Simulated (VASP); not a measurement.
Write the native input for VASP 6.6.1 that does the following.

| Item | Value |
| --- | --- |
| Task | single point |
| Functional | PBE |
| Dispersion | D3(BJ) |
| Potentials or basis | VASP PAW PBE potentials, release 64 (Al, C, H) |
| Cutoff | 520 eV |
| k mesh | 3 × 4 × 1 |
| Occupations | gaussian, width 0.15 eV |
| Spin | no spin polarisation |
| Dipole correction | no |
| Further INCAR settings | LREAL = Auto; ALGO = Normal; EDIFF = 1e-07; NBANDS = 42 |

The structure of Al16H2C lies in POSCAR:

```
Al16H2C
1.0
    8.1000000000      0.0000000000      0.0000000000
    0.0000000000      5.7275650000      0.0000000000
    0.0000000000      0.0000000000     16.2956740000
Al C H
16 1 2
Direct
    0.2500000000      0.2499999564      0.0613659797
    0.7500000000      0.2499999564      0.0613659797
    0.2500000000      0.7500000436      0.0613659797
    0.7500000000      0.7500000436      0.0613659797
   -0.0002658025     -0.0000422518      0.1429756756
    0.5000646914     -0.0010362170      0.1386253186
    0.0002788889      0.5000594493      0.1429648139
    0.4999369136      0.5010591761      0.1386274050
    0.2540911111      0.2485805050      0.2294472754
    0.7459135802      0.2515016416      0.2294385614
    0.2520379012      0.7496243168      0.2350637353
    0.7479477778      0.7504415925      0.2350633671
   -0.0001465432     -0.0167177500      0.3149924943
    0.5004688889      0.0019280445      0.3112270164
    0.0001325926      0.5167157422      0.3149791779
    0.4995354321      0.4981483405      0.3112297165
   -0.0001046914      0.2500320817      0.3931032862
   -0.1113304938      0.2505172792      0.4319469081
    0.1110203704      0.2495213935      0.4320189518
```

These files were run (other wordings do the same):

INCAR

```
PREC     = Accurate       # precision mode
ENCUT    = 520            # plane-wave cutoff, eV
EDIFF    = 1E-7           # SCF threshold, eV
ISMEAR   = 0              # smearing method
SIGMA    = 0.15           # smearing width, eV
LREAL    = Auto         
LASPH    = True           # aspherical terms in the spheres
NELM     = 60             # most SCF steps
ALGO     = Normal         # electronic algorithm
ISIF     = 2              # what is computed and relaxed
LWAVE    = False          # write WAVECAR
LCHARG   = True           # write CHGCAR
GGA      = PE             # functional
IVDW     = 12             # dispersion correction
LELF     = True           # ELF
LVHAR    = True         
NBANDS   = 42             # bands
```

KPOINTS

```
regular mesh
0
Gamma
  3 4 1
```

Potentials or basis: VASP PAW PBE potentials, release 64 (Al, C, H).

The run is started by

```sh
$ cat potpaw_PBE.64/Al/POTCAR potpaw_PBE.64/C/POTCAR potpaw_PBE.64/H/POTCAR > POTCAR
$ mpirun -np 1 vasp_std > vasp.out
```

Results of the run:

The largest force is 0.152 eV/Å, the band gap on the k mesh is zero (bands 27 and 28 overlap by 0.82 eV) and the dispersion energy per atom is -0.184 eV.

Wall time 4.7 min on 1 thread of Intel(R) Xeon(R) 6975P-C (Granite Rapids), with other jobs on the host, peak memory 0.75 GiB.
